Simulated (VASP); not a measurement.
## BN: single point with PBE+D3(BJ)

Crystal: BN.

```
CELL_PARAMETERS angstrom
0.00000 3.49532 2.16609
1.25163 0.00000 2.16609
1.25163 3.49532 0.00000
ATOMIC_POSITIONS crystal
B 0.00005 0.00005 0.99995
N 0.56278 0.56278 0.43722
```

This cell differs from its parent crystal: atom 2 (N) moved by (+0.000, -0.450) A along y and z.

| Item | Value |
| --- | --- |
| Program | VASP 6.6.1 |
| Task | single point |
| Functional | PBE |
| Dispersion | D3(BJ) |
| Potentials or basis | VASP PAW PBE potentials, release 64 (B, N) |
| Cutoff | 600 eV |
| k mesh | 12 × 12 × 12 |
| Occupations | gaussian, width 0.05 eV |
| Spin | no spin polarisation |

```json
{"Pressure": "40.2 GPa", "Largest force": "5.156 eV/Å", "Band gap on the k mesh": "1.68 eV, indirect (least direct gap 2.94 eV)", "Dispersion energy per atom": "-0.134 eV"}
```

Forces on the atoms (eV/Å):
```
B    0.000  0.000 -5.156
N    0.000  0.000  5.156
```

Stress tensor (GPa, compression positive):
```
89.52  0.00  0.00
 0.00 -1.62  0.00
 0.00  0.00 32.80
```

Levels at points of the mesh, in eV from the valence-band top:
```csv
k point,band 2,band 3,band 4,band 5,band 6,band 7
"(0.00, 0.00, 0.00)",-7.79,-6.59,-0.02,2.92,7.61,11.81
"(0.50, 0.00, 0.00)",-11.14,-3.30,-2.53,1.68,4.34,11.12
"(0.50, 0.50, 0.00)",-10.10,-9.08,-3.95,7.25,8.41,11.09
"(0.50, 0.00, 0.50)",-8.15,-7.81,0.00,7.11,7.79,10.49
"(0.00, 0.50, 0.50)",-9.93,-9.10,-4.82,5.43,8.09,11.35
```

Run time: 41 s on 1 thread of Intel Xeon 6975P-C, with other jobs on the host, peak memory 0.21 GiB.

Caveat: the cell differs from its parent crystal (atom 2 (N) moved by (+0.000, -0.450) A along y and z); forces of over 1 eV/Å act on the atoms, so gaps and moduli don't describe the material at rest. A k mesh can miss the band edges.
